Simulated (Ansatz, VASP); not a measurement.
**Zr in VASP and in Ansatz**

```
Zr
1.0
     5.07556    0.00000    0.00000
    -2.53778    4.39556    0.00000
     0.00000    0.00000    3.14685
Zr
3
Direct
  0.00000 0.00000 0.00000
  0.33333 0.66667 0.50000
  0.66667 0.33333 0.50000
```

Alike in both runs: task relaxation of cell and atoms; functional PBE; k mesh 8 × 8 × 11; occupations fermi-dirac, width 0.1 eV; no spin polarisation.

```csv
,VASP,Ansatz
version,VASP 6.6.1,Ansatz 0.2.0
potentials or method,"VASP PAW PBE potentials, release 64 (Zr_sv)","PAW with Ansatz's default frozen-core files, scalar-relativistic"
plane-wave cutoff (eV),600,420
valence electrons in the cell,36,36
```

VASP gave:

- relaxed volume (Å³/atom): 23.14
- relaxed cell length with the largest relative difference (Å): 5.049

**Question.** Estimate Ansatz's values.

**Answer.** Relaxed volume (Å³/atom): 23.13; relaxed cell length with the largest relative difference (Å): 5.047.
